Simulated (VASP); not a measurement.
Zn, 1 atom in the cell. It takes space group Pm-3m (No. 221, cubic). The conventional cell has a = 2.560 Å, b = 2.560 Å, c = 2.560 Å, α = 90.00°, β = 90.00°, γ = 90.00°. Zn (site symmetry m-3m) has 6 Zn at 2.56 Å within 3.4 Å. 

```yaml
Program: VASP 6.6.1
Task: relaxation of cell and atoms
Functional: PBE
Potentials_or_basis: VASP PAW PBE potentials, release 64 (Zn)
Cutoff: 600 eV
k_mesh: 18 × 18 × 18
Occupations: methfessel-paxton, width 0.05 eV
Spin: no spin polarisation
Dipole_correction: no
Further_INCAR_settings: ALGO = Normal; EDIFF = 1e-06; IBRION = 2; EDIFFG = -0.02; NSW = 60; ISIF = 3
```

Potentials or basis: VASP PAW PBE potentials, release 64 (Zn).

Launch:

```sh
$ cat potpaw_PBE.64/Zn/POTCAR > POTCAR
$ mpirun -np 1 vasp_std > vasp.out
```

Hardware: 1 thread of Intel(R) Xeon(R) 6975P-C (Granite Rapids) (shared host).

**Question.** Estimate the wall time of this run.

**Answer.** It took 24 s on 1 thread of Intel(R) Xeon(R) 6975P-C (Granite Rapids), with other jobs on the host, peak memory 0.16 GiB. Counts: scf iterations 24, k points 220, ion steps 3.
